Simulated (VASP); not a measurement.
A run of VASP 6.6.1 is set up as follows.

File INCAR:

```
PREC     = Accurate       # precision mode
ENCUT    = 520            # plane-wave cutoff, eV
EDIFF    = 1E-6           # SCF threshold, eV
ISMEAR   = 0              # smearing method
SIGMA    = 0.05           # smearing width, eV
LREAL    = F              # projectors in reciprocal space
LASPH    = T              # aspherical terms in the spheres
NELM     = 150            # most SCF steps
ALGO     = Normal         # electronic algorithm
ISIF     = 2              # what is computed and relaxed
LWAVE    = F              # write WAVECAR
LCHARG   = F              # write CHGCAR
ISPIN    = 2              # spin polarisation
MAGMOM   = 6.98 0         # initial moments
LORBIT   = 11             # projections on sites
LMAXMIX  = 6              # l up to which the mixer works
GGA      = PE             # functional
NBANDS   = 24             # bands
```

File KPOINTS:

```
regular mesh
0
Gamma
  10 10 10
```

File POSCAR:

```
EuOs
1.0
    3.3915338555      0.0000000000      0.0000000000
    0.0000000000      3.3915338555      0.0000000000
    0.0000000000      0.0000000000      3.3915338555
Eu Os
1 1
Direct
    0.0000000000      0.0000000000      0.0000000000
    0.5000000000      0.5000000000      0.5000000000
```

Potentials or basis: VASP PAW PBE potentials, release 64 (Eu, Os).

Launch:

```console
$ cat potpaw_PBE.64/Eu/POTCAR potpaw_PBE.64/Os/POTCAR > POTCAR
$ mpirun -np 1 vasp_std > vasp.out
```

Problem. Predict the site moments.

Solution. Eu +6.24; Os -0.63 μB.

Problem. Predict the net moment.

Solution. 5.87 μB per cell.

Problem. What does it give for the pressure?

Solution. 6.8 GPa.

Caveat: the cell stands under pressure. The state reached can hang on the start; a lower one may exist.
